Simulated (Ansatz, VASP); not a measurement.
**Au in VASP and in Ansatz**

The input INCAR:

```
PREC = Accurate
ENCUT = 600
EDIFF = 1E-6
ISMEAR = 0
SIGMA = 0.1
LREAL = False
LASPH = True
NELM = 80
ALGO = Fast
ISIF = 3
LWAVE = False
LCHARG = False
GGA = PE
IBRION = 2
NSW = 100
EDIFFG = -0.01
```

The input KPOINTS:

```
Automatic mesh
0
Gamma
  24 24 20
```

Contents of POSCAR:

```
Au
1.0
    2.8090688313      0.0000000000      0.0000000000
   -1.4045344157      2.4327249689      0.0000000000
    0.0000000000      0.0000000000      2.8320990675
Au
1
Direct
    0.0000000000      0.0000000000      0.5000000000
```

Input for Ansatz:

```yaml
crystal:
  lattice:
    - [2.8090688313, 0.0, 0.0]
    - [-1.4045344157, 2.4327249689, 0.0]
    - [0.0, 0.0, 2.8320990675]
  atoms:
    - { symbol: Au, position: [0.0, 0.0, 0.5] }
basis:
  ecutwfc: 420
kpoints:
  mp_grid: { grid: [24, 24, 20] }
hamiltonian:
  xc: pbe
scf:
  occupations: { method: gaussian, width: 0.1 }
output:
  forces: true
  stress: true
  eigenvalues: true
relax:
  adjacent_minimum: "off"
  f_tol: 0.01
  max_steps: 80
  cell: { stress_tol: 0.05 }
```

Alike in both runs: task relaxation of cell and atoms; functional PBE; k mesh 24 × 24 × 20; occupations gaussian, width 0.1 eV; no spin polarisation.

```csv
,VASP,Ansatz
version,VASP 6.6.1,Ansatz 0.2.0
potentials or method,"VASP PAW PBE potentials, release 64 (Au), cutoff 600 eV","scalar-relativistic, plane waves, PAW"
valence electrons in the cell,11,19
```

|  | VASP | Ansatz | Ansatz less VASP |
| --- | --- | --- | --- |
| gap on the k mesh at the Fermi level, each at its own relaxed structure (eV) | none | none | - |
| relaxed volume (Å³/atom) | 19.34 | 19.36 | +0.023 |
| relaxed cell length with the largest relative difference (Å) | 2.803 | 2.805 | +0.0019 |

A gap of «none» marks a metal or a gap that the smearing closes. VASP's potentials hold 11 valence electrons a cell and Ansatz's 19, so a difference there can come from the potentials and not from the codes.

Spin-orbit coupling is off throughout.
